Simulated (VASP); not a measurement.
**RbBr: relaxation of cell and atoms with PBEsol**

The system is RbBr.

```xyz
2
Lattice="0.0000 3.4270 3.4270 3.4270 0.0000 3.4270 3.4270 3.4270 0.0000" Properties=species:S:1:pos:R:3 pbc="T T T"
Rb    0.0000    0.0000    0.0000
Br    3.4270    3.4270    3.4270
```

```
Program                : VASP 6.6.1
Task                   : relaxation of cell and atoms
Functional             : PBEsol
Potentials or basis    : VASP PAW PBE potentials, release 64 (Rb_sv, Br)
Cutoff                 : 600 eV
k mesh                 : 6 × 6 × 6
Occupations            : gaussian, width 0.01 eV
Spin                   : no spin polarisation
Dipole correction      : no
Further INCAR settings : ALGO = Normal; EDIFF = 1e-07; IBRION = 2; EDIFFG = -0.002; NSW = 100; ISIF = 3
```

```
Relaxed volume                         : 40.19 Å³/atom
Relaxed cell                           : a = 4.844 Å, b = 4.844 Å, c = 4.844 Å, α = 60.00°, β = 60.00°, γ = 60.00°
Space group after relaxing (to 0.05 Å) : Fm-3m (No. 225)
Energy gained by relaxing              : 0.0 meV/atom
Ionic steps                            : 3
Pressure after relaxing                : 0.0 GPa
Band gap on the k mesh                 : 4.21 eV, direct
```

Final structure:
```
Rb Br
1.0
     0.00000    3.42533    3.42533
     3.42533    0.00000    3.42533
     3.42533    3.42533    0.00000
Rb Br
1 1
Cartesian
  0.0000 0.0000 0.0000
  3.4253 3.4253 3.4253
```

Levels at points of the mesh, in eV from the valence-band top:
```tsv
k point	band 5	band 6	band 7	band 8	band 9	band 10	band 11	band 12
(0.00, 0.00, 0.00)	-8.44	0.00	0.00	0.00	4.21	7.20	7.20	7.20
(0.50, 0.00, 0.00)	-8.39	-1.02	-0.37	-0.37	6.67	7.62	9.44	9.44
(0.50, 0.50, 0.00)	-8.51	-0.49	-0.16	-0.16	5.49	7.02	9.06	9.15
```

It took 36 s on 1 thread of Intel(R) Xeon(R) 6975P-C (Granite Rapids), with other jobs on the host, peak memory 0.25 GiB.

Caveat: the PAW data sets were made with another functional, which shifts forces and pressure a little. As with any semilocal functional, this PBEsol gap is likely too small.
